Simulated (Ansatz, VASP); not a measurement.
# Two plane-wave programs on Sb

```xyz
2
Lattice="3.4565 0.0000 0.0000 -1.7283 2.9935 0.0000 0.0000 0.0000 5.3039" Properties=species:S:1:pos:R:3 pbc="T T T"
Sb    0.0000    1.9956    1.3260
Sb    1.7283    0.9978    3.9780
```

Alike in both runs: functional PBE; k mesh 13 × 13 × 7; occupations fermi-dirac, width 0.05 eV; no spin polarisation.

Ansatz relaxed the structure, and its values are those at the end. VASP's run is a single point on that final structure, the one shown.

```csv
,VASP,Ansatz
version,VASP 6.6.1,Ansatz 0.2.0
potentials or method,"VASP PAW PBE potentials, release 64 (Sb)","PAW with Ansatz's default frozen-core files, scalar-relativistic"
plane-wave cutoff (eV),520,420
valence electrons in the cell,10,30
```

```tsv
	VASP	Ansatz	Ansatz less VASP
pressure (GPa)	-0.2	0.0	+0.14
```

VASP's potentials hold 10 valence electrons a cell and Ansatz's 30, so a difference there can come from the potentials and not from the codes.

Neither program's run includes spin-orbit coupling.
